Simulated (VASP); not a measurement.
# K (Pm-3m) in VASP: equation of state with RPBE

Aim: the equation of state of K with RPBE.

All numbers are computed with VASP 6.6.1; they aren't measurements. Logs are shortened: lines on timing, memory, paths and dates and some standing lists are left out, and cuts for length are marked.

## 1. The cell of the first run

It takes space group Pm-3m (No. 221, cubic). Conventional cell: a = 4.310 Å, b = 4.310 Å, c = 4.310 Å, α = 90.00°, β = 90.00°, γ = 90.00°. K (site symmetry m-3m) has 6 K at 4.31 Å within 5.7 Å.

This isn't the form of K at room conditions, which is bcc.

## 2. Equation of state, RPBE

Contents of POSCAR.step1:

```
K
1.0
    4.1770404757      0.0000000000      0.0000000000
    0.0000000000      4.1770404757      0.0000000000
    0.0000000000      0.0000000000      4.1770404757
K
1
Direct
    0.0000000000      0.0000000000      0.0000000000
```

Contents of POSCAR.step2:

```
K
1.0
    4.2224466469      0.0000000000      0.0000000000
    0.0000000000      4.2224466469      0.0000000000
    0.0000000000      0.0000000000      4.2224466469
K
1
Direct
    0.0000000000      0.0000000000      0.0000000000
```

Contents of POSCAR.step3:

```
K
1.0
    4.2668967202      0.0000000000      0.0000000000
    0.0000000000      4.2668967202      0.0000000000
    0.0000000000      0.0000000000      4.2668967202
K
1
Direct
    0.0000000000      0.0000000000      0.0000000000
```

Contents of POSCAR.step4:

```
K
1.0
    4.3104394900      0.0000000000      0.0000000000
    0.0000000000      4.3104394900      0.0000000000
    0.0000000000      0.0000000000      4.3104394900
K
1
Direct
    0.0000000000      0.0000000000      0.0000000000
```

Contents of POSCAR.step5:

```
K
1.0
    4.3531198844      0.0000000000      0.0000000000
    0.0000000000      4.3531198844      0.0000000000
    0.0000000000      0.0000000000      4.3531198844
K
1
Direct
    0.0000000000      0.0000000000      0.0000000000
```

Contents of POSCAR.step6:

```
K
1.0
    4.3949793743      0.0000000000      0.0000000000
    0.0000000000      4.3949793743      0.0000000000
    0.0000000000      0.0000000000      4.3949793743
K
1
Direct
    0.0000000000      0.0000000000      0.0000000000
```

Contents of POSCAR.step7:

```
K
1.0
    4.4360563287      0.0000000000      0.0000000000
    0.0000000000      4.4360563287      0.0000000000
    0.0000000000      0.0000000000      4.4360563287
K
1
Direct
    0.0000000000      0.0000000000      0.0000000000
```

Contents of INCAR:

```
ALGO = Normal
EDIFF = 1E-7
ENCUT = 450
GGA = RP
GGA_COMPAT = False
ISIF = 2
ISMEAR = 1
LASPH = True
LCHARG = False
LREAL = False
LWAVE = False
NELM = 120
NSW = 0
PREC = Accurate
SIGMA = 0.1
```

Contents of KPOINTS:

```
k-points
0
Gamma
  8 8 8
```

Potentials or basis: VASP PAW PBE potentials, release 64 (K_sv_GW).

On the command line:

```console
> cat potpaw_PBE.64/K_sv_GW/POTCAR > POTCAR
> cp POSCAR.step1 POSCAR
> mpirun -np 1 vasp_std > vasp.out
> cp POSCAR.step2 POSCAR
> mpirun -np 1 vasp_std > vasp.out
> cp POSCAR.step3 POSCAR
> mpirun -np 1 vasp_std > vasp.out
> cp POSCAR.step4 POSCAR
> mpirun -np 1 vasp_std > vasp.out
> cp POSCAR.step5 POSCAR
> mpirun -np 1 vasp_std > vasp.out
> cp POSCAR.step6 POSCAR
> mpirun -np 1 vasp_std > vasp.out
> cp POSCAR.step7 POSCAR
> mpirun -np 1 vasp_std > vasp.out
```

OUTCAR:

```text
EDIFF = 1E-7
   ENCUT = 450
   GGA = RP
   ISIF = 2
   ISMEAR = 1
   LASPH = True
   LREAL = False
   NELM = 120
   NSW = 0
   PREC = Accurate

 Found     35 irreducible k-points:

 Following reciprocal coordinates:
            Coordinates               Weight
  0.000000  0.000000  0.000000      1.000000
  0.125000  0.000000  0.000000      6.000000
  0.250000  0.000000  0.000000      6.000000
  0.375000  0.000000  0.000000      6.000000
  0.500000  0.000000  0.000000      3.000000
  0.125000  0.125000  0.000000     12.000000
   k-points           NKPTS =     35   k-points in BZ     NKDIM =     35   number of bands    NBANDS=      8
   number of dos      NEDOS =    301   number of ions     NIONS =      1
   total plane-waves  NPLWV =  32768
   dimension x,y,z NGX =    32 NGY =   32 NGZ =   32
   dimension x,y,z NGXF=    64 NGYF=   64 NGZF=   64
   ions per type =               1
   NGX,Y,Z   is equivalent  to a cutoff of  11.99, 11.99, 11.99 a.u.
   NGXF,Y,Z  is equivalent  to a cutoff of  23.98, 23.98, 23.98 a.u.
 SYSTEM =  unknown system
   PREC   = accura    normal or accurate (medium, high low for compatibility)
   ISTART =      0    job   : 0-new  1-cont  2-samecut
   ICHARG =      2    charge: 1-file 2-atom 10-const
   ISPIN  =      1    spin polarized calculation?
   LNONCOLLINEAR =      F non collinear calculations
   LSORBIT =      F    spin-orbit coupling
   LASPH  =      T    aspherical Exc in radial PAW
   ENCUT  =  450.0 eV  33.07 Ry    5.75 a.u.   7.67  7.67  7.67*2*pi/ulx,y,z
   NELM   =    120;   NELMIN=  2; NELMDL=  0     # of ELM steps
   EDIFF  = 0.1E-06   stopping-criterion for ELM
   LREAL  =      F    real-space projection
   EDIFFG = 0.1E-05   stopping-criterion for IOM
   NSW    =      0    number of steps for IOM
   IBRION =     -1    ionic relax: 0-MD 1-quasi-New 2-CG
   NFREE  =      0    steps in history (QN), initial steepest desc. (CG)
   ISIF   =      2    stress and relaxation
   ISYM   =      2    0-nonsym 1-usesym 2-fastsym
   POTIM  = 0.5000    time-step for ionic-motion
   TEBEG  =    0.0;   TEEND  =   0.0 temperature during run

   SCALEE = 1.0000    scale energy and forces
   PSTRESS=    0.0 pullay stress
   NELECT =       9.0000    total number of electrons
   NUPDOWN=      -1.0000    fix difference up-down
   EMIN   =  10.00;   EMAX   =-10.00  energy-range for DOS
   EFERMI =   0.00;   METHOD = LEGACY
   ISMEAR =     1;   SIGMA  =   0.10  broadening in eV -4-tet -1-fermi 0-gaus
   EFERMI_NEDOS =   21; number of points for ismear=-14 and -15
   IALGO  =     38    algorithm
   IMIX   =      4    mixing-type and parameters
     AMIX     =   0.40;   BMIX     =  1.00
     AMIX_MAG =   1.60;   BMIX_MAG =  1.00
  volume/ion in A,a.u.               =      87.30       589.10
  Fermi-wavevector in a.u.,A,eV,Ry     =   0.767642  1.450633  8.017559  0.589274
  Thomas-Fermi vector in A             =   1.868242
   LORBIT       =      0    0 simple, 1 ext, 2 COOP (PROOUT), +10 PAW based schemes
   GGA     = RP    functional components
   LHFCALC =     F    Hartree Fock is set to
   AEXX    =    0.0000 exact exchange contribution
   IVDW    =     0    specifies the selected vdW correction
   LEPSILON=     F    determine dielectric tensor
   LRPA    =     F    only Hartree local field effects (RPA)

   CSHIFT  =0.1000    complex shift for real part using Kramers Kronig

   OMEGAMAX=  -1.0    maximum frequency
 non-spin polarized calculation
 Methfessel and Paxton  Order N= 1 SIGMA  =   0.10
  energy-cutoff  :      450.00
  volume of cell :       87.30
 maximum number of plane-waves:      1924
 NGX is ok and might be reduce to    32
   NGX = 15   NGY = 15   NGZ = 15

 number of electron       9.0000000 magnetization

 Free energy of the ion-electron system (eV)
  ---------------------------------------------------
  ext. energy  EPLUGINS =         0.00000000
  ---------------------------------------------------
  free energy    TOTEN  =        -3.29170407 eV

  energy without entropy =       -3.29224787  energy(sigma->0) =       -3.29188534

 E-fermi :   0.7088     XC(G=0):  -5.1266

 val. band max:        0.6009917786   @ k =   0.5000   0.0000   0.0000
 cond. band min:       0.7466080503   @ k =   0.5000   0.1250   0.0000
 fundamental gap:      0.1456162717
 Fermi energy:         0.7088306171

 k-point     1 :       0.0000    0.0000    0.0000
  band No.  band energies     occupation
      1     -31.8771      2.00000
      2     -15.2839      2.00000
      3     -15.2839      2.00000
      4     -15.2839      2.00000
      5      -1.3049      2.00000
      6       3.5324      0.00000
      7       3.5324      0.00000
      8       6.5631      0.00000

 k-point     2 :       0.1250    0.0000    0.0000
  band No.  band energies     occupation
      1     -31.8768      2.00000
      2     -15.2929      2.00000
      3     -15.2833      2.00000
      4     -15.2833      2.00000
      5      -1.1710      2.00000
      6       3.3386      0.00000
      7       3.6020      0.00000
      8       6.0062      0.00000

 k-point     3 :       0.2500    0.0000    0.0000
  band No.  band energies     occupation
      1     -31.8758      2.00000
      2     -15.3143      2.00000
      3     -15.2815      2.00000
      4     -15.2815      2.00000
      5      -0.7782      2.00000
      6       2.6473     -0.00000
      7       3.7891      0.00000
      8       5.5605      0.00000

 k-point     4 :       0.3750    0.0000    0.0000
  band No.  band energies     occupation
      1     -31.8749      2.00000
      2     -15.3355      2.00000
      3     -15.2797      2.00000
      4     -15.2797      2.00000
      5      -0.1504      2.00000
      6       1.6620     -0.00000
      7       4.0138      0.00000
      8       5.2730      0.00000

 k-point     5 :       0.5000    0.0000    0.0000
  band No.  band energies     occupation
      1     -31.8745      2.00000
      2     -15.3442      2.00000
      3     -15.2789      2.00000
      4     -15.2789      2.00000
      5       0.6010      2.06293
      6       0.7668      0.17897
      7       4.1231      0.00000
      8       5.1737      0.00000

 k-point     6 :       0.1250    0.1250    0.0000
  band No.  band energies     occupation
      1     -31.8764      2.00000
      2     -15.2924      2.00000
      3     -15.2918      2.00000
      4     -15.2825      2.00000
      5      -1.0382      2.00000
      6       3.3445      0.00000
      7       3.5106      0.00000
      8       5.3819      0.00000

 [... further k-points ...]

------------------------ aborting loop because EDIFF is reached ----------------------------------------

  FORCE on cell =-STRESS in cart. coord.  units (eV):
  Direction    XX          YY          ZZ          XY          YZ          ZX
  --------------------------------------------------------------------------------------
  -------------------------------------------------------------------------------------
  Total       -0.0577884     -0.0577884     -0.0577884      0.0000000     -0.0000000     -0.0000000
  in kB       -1.0606201     -1.0606201     -1.0606201      0.0000000     -0.0000000     -0.0000000
  external PRESSURE =      -1.0606201 kB  Pullay stress =       0.0000000 kB

 VOLUME and BASIS-vectors are now :
 -----------------------------------------------------------------------------
  energy-cutoff  :      450.00
  volume of cell :       87.30
      direct lattice vectors                 reciprocal lattice vectors
     4.436056329  0.000000000  0.000000000     0.225425451  0.000000000  0.000000000
     0.000000000  4.436056329  0.000000000     0.000000000  0.225425451  0.000000000
     0.000000000  0.000000000  4.436056329     0.000000000  0.000000000  0.225425451

 POSITION                                       TOTAL-FORCE (eV/Angst)
 -----------------------------------------------------------------------------------
      0.00000      0.00000      0.00000         0.000000      0.000000      0.000000
 -----------------------------------------------------------------------------------
    total drift:                                0.000000      0.000000      0.000000

  FREE ENERGIE OF THE ION-ELECTRON SYSTEM (eV)
  ---------------------------------------------------
  free  energy   TOTEN  =        -3.2917040705 eV

  energy  without entropy=       -3.2922478677  energy(sigma->0) =       -3.29188534
```

It took 65 s on 1 thread of Intel Xeon Platinum 8488C (Sapphire Rapids), shared host; peak memory 0.18 GiB.

What came out:

| Quantity | Value |
| --- | --- |
| Equilibrium volume | 86.06 Å³/atom |
| Bulk modulus | 2.4 GPa |
| Pressure derivative of the bulk modulus | 3.8 |

Energy against volume, from the lowest point:
```
volume (Å³/atom)  energy (meV/atom)
          72.880              19.64
          75.282              12.44
          77.685               7.08
          80.087               3.37
          82.490               1.05
          84.893               0.01
          87.295               0.00
```

Caveat: the PAW data sets were made with another functional, which shifts forces and pressure a little.
